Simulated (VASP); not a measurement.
Here is a VASP 6.6.1 calculation.

Contents of INCAR:

```
SYSTEM = Co
ALGO = Normal
EDIFF = 1E-6
ENCUT = 520
ISIF = 2
ISMEAR = 0
ISPIN = 2
LASPH = .True.
LCHARG = .False.
LMAXMIX = 4
LORBIT = 11
LREAL = .False.
LWAVE = .False.
MAGMOM = 1.558 1.558
NBANDS = 20
NELM = 150
PREC = Accurate
SIGMA = 0.2
```

Contents of KPOINTS:

```
k-points
0
Gamma
  15 15 8
  0 0 0
```

Contents of POSCAR:

```
Co
1.0
    2.4273810165      0.0000000000      0.0000000000
   -1.2136905082      2.1021736250      0.0000000000
    0.0000000000      0.0000000000      3.9230481332
Co
2
Direct
    0.3333333333      0.6666666667      0.2500000000
    0.6666666667      0.3333333333      0.7500000000
```

Potentials or basis: VASP PAW LDA potentials, release 64 (Co).

Run with:

```sh
$ cat potpaw_LDA.64/Co/POTCAR > POTCAR
$ mpirun -np 1 vasp_std > vasp.out
```

**Question.** Estimate the net moment.

**Answer.** 2.94 μB per cell.

**Question.** Predict the site moments.

**Answer.** Co +1.46 μB.

**Question.** Predict the pressure.

**Answer.** -1.4 GPa.

Stress tensor (GPa, compression positive):
```
-1.05  0.00  0.00
 0.00 -1.05  0.00
 0.00  0.00 -2.01
```
